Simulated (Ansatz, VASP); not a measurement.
**One calculation of AlRu, two programs**

```
Al Ru
1.0
     2.95424    0.00000    0.00000
     0.00000    2.95424    0.00000
     0.00000    0.00000    2.95424
Al Ru
1 1
Direct
  0.00000 0.00000 0.00000
  0.50000 0.50000 0.50000
```

Alike in both runs: task relaxation of cell and atoms; functional LDA; k mesh 14 × 14 × 14; occupations gaussian, width 0.1 eV; no spin polarisation.

|  | VASP | Ansatz |
| --- | --- | --- |
| version | VASP 6.6.1 | Ansatz 0.2.0 |
| potentials or method | VASP PAW LDA potentials, release 64 (Al, Ru_pv), cutoff 600 eV | scalar-relativistic, plane waves, PAW |
| valence electrons in the cell | 17 | 19 |

VASP gave:

| Item | Value |
| --- | --- |
| gap on the k mesh at the Fermi level, each at its own relaxed structure (eV) | none |
| relaxed volume (Å³/atom) | 12.92 |
| relaxed cell length with the largest relative difference (Å) | 2.956 |

Question: Estimate Ansatz's values.

Answer: gap on the k mesh at the Fermi level, each at its own relaxed structure (eV): none; relaxed volume (Å³/atom): 12.89; relaxed cell length with the largest relative difference (Å): 2.954.

LDA's correlation is that of Perdew and Zunger in VASP and of Perdew and Wang (1992) in Ansatz. A gap of «none» marks a metal or a gap that the smearing closes. VASP's potentials hold 17 valence electrons a cell and Ansatz's 19, so a difference there can come from the potentials and not from the codes.
